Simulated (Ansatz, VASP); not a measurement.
Given: the input of a run of VASP 6.6.1 on Cr.

File INCAR:

```
SYSTEM = Cr
ALGO     = Normal         ! electronic algorithm
EDIFF    = 1E-6           ! SCF threshold, eV
ENCUT    = 520            ! plane-wave cutoff, eV
GGA      = PE             ! functional
ISIF     = 2              ! what is computed and relaxed
ISMEAR   = -1             ! smearing method
ISPIN    = 2              ! spin polarisation
LASPH    = .True.         ! aspherical terms in the spheres
LCHARG   = .False.        ! write CHGCAR
LMAXMIX  = 4              ! l up to which the mixer works
LORBIT   = 11             ! projections on sites
LREAL    = .False.        ! projectors in reciprocal space
LWAVE    = .False.        ! write WAVECAR
MAGMOM   = -1.14          ! initial moments
NBANDS   = 16             ! bands
NELM     = 150            ! most SCF steps
PREC     = Accurate       ! precision mode
SIGMA    = 0.05           ! smearing width, eV
```

KPOINTS

```
k-points
0
Gamma
  13 13 13
  0 0 0
```

File POSCAR:

```
Cr
1.0
   -1.4943366600      1.5452007300      1.3932153400
    1.5696721600     -1.4509560800      1.3743061900
    1.4063430800      1.3629625000     -1.2989706900
Cr
1
Direct
    0.0000000000      0.0000000000      0.0000000000
```

Potentials or basis: VASP PAW PBE potentials, release 64 (Cr_pv).

The run is started by

```bash
$ cat potpaw_PBE.64/Cr_pv/POTCAR > POTCAR
$ mpirun -np 1 vasp_std > vasp.out
```

Task: Translate it to Ansatz 0.2.0. Potentials there: Ansatz PAW.

Result: As run (the cutoff follows the program's own potentials):

Contents of input.yaml:

```yaml
crystal:
  lattice:
    - [-1.49433666, 1.54520073, 1.39321534]
    - [1.56967216, -1.45095608, 1.37430619]
    - [1.40634308, 1.3629625, -1.29897069]
  atoms:
    - { symbol: Cr, position: [0.0, 0.0, 0.0], spin: -1.14 }
hamiltonian:
  xc: pbe
  pseudopotentials: { kind: paw }
magnetization:
  spin_polarized: true
kpoints:
  mp_grid: { grid: [13, 13, 13] }
scf:
  occupations: { method: fermi_dirac, width: 0.05 }
output:
  forces: true
  stress: true
  eigenvalues: true
```

Potentials or basis: Ansatz PAW.

Command:

```bash
$ ansatz run input.yaml --threads 2 --pin off --max-ram 5632MiB --backend cpu --events-out ev --progress --plain --runs-dir out
```

Both were run:

|  | VASP | Ansatz | Ansatz less VASP |
| --- | --- | --- | --- |
| gap on the k mesh at the Fermi level (eV) | none | none | - |
| pressure (GPa) | -6.8 | -6.3 | +0.43 |
| traceless stress, the component that is largest in VASP (GPa) | 12.20 | 12.29 | +0.091 |
| net moment per atom (μB) | 0.00 | 0.00 | 0.000 |

A gap of «none» marks a metal or a gap that the smearing closes. VASP's potentials hold 12 valence electrons a cell and Ansatz's 14, so a difference there can come from the potentials and not from the codes.
